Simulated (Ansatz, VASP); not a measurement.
**Two plane-wave programs on InP**

Contents of INCAR:

```
  PREC = Accurate
  ENCUT = 520
  EDIFF = 1E-7
  ISMEAR = -1
  SIGMA = 0.05
  LREAL = False
  LASPH = True
  NELM = 100
  ALGO = Normal
  ISIF = 2
  LWAVE = False
  LCHARG = False
  NBANDS = 16
```

KPOINTS

```
regular mesh
0
Gamma
  14 14 14
```

POSCAR

```
InP
1.0
    0.0000000000      2.2189869661      2.2189869661
    2.2189869661      0.0000000000      2.2189869661
    2.2189869661      2.2189869661      0.0000000000
In P
1 1
Direct
    0.0000000000      0.0000000000      0.0000000000
    0.5000000000      0.5000000000      0.5000000000
```

Input for Ansatz:

```yaml
crystal:
  lattice:
    - [0.0, 2.2189869661, 2.2189869661]
    - [2.2189869661, 0.0, 2.2189869661]
    - [2.2189869661, 2.2189869661, 0.0]
  atoms:
    - { symbol: In, position: [0.0, 0.0, 0.0] }
    - { symbol: P, position: [0.5, 0.5, 0.5] }
kpoints:
  mp_grid: { grid: [14, 14, 14] }
  band_path:
    path:
      - [0.0, 0.0, 0.0]
      - [0.5, 0.0, 0.5]
      - [0.625, 0.25, 0.625]
      - [0.375, 0.375, 0.75]
      - [0.0, 0.0, 0.0]
      - [0.5, 0.5, 0.5]
      - [0.5, 0.25, 0.75]
      - [0.5, 0.0, 0.5]
    npoints: 8
scf:
  occupations: { method: fermi_dirac, width: 0.05 }
hamiltonian:
  xc: lda
  pseudopotentials: { kind: paw }
output:
  forces: true
  stress: true
  eigenvalues: true
  populations: true
  dos: { projected: true, de: 0.2, e_range: [-14, 8] }
```

Change from the starting cell: volume scaled by 0.55, PAW files.

Alike in both runs: task single point; functional LDA; k mesh 14 × 14 × 14; occupations fermi-dirac, width 0.05 eV; no spin polarisation.

|  | VASP | Ansatz |
| --- | --- | --- |
| version | VASP 6.6.1 | Ansatz 0.2.0 |
| potentials or method | VASP PAW LDA potentials, release 64 (In_d, P) | PAW with Ansatz's default frozen-core files, scalar-relativistic |
| plane-wave cutoff (eV) | 520 | 420 |
| valence electrons in the cell | 18 | 18 |

Ansatz gave:

- pressure (GPa): 209.1

Q: Which values does VASP return?

A: Pressure (GPa): 209.2.

LDA's correlation is that of Perdew and Zunger in VASP and of Perdew and Wang (1992) in Ansatz. Both programs put the cell under a high pressure, so it lies far from rest at this level.

Noted on VASP's run: the cell as given lies far from equilibrium.
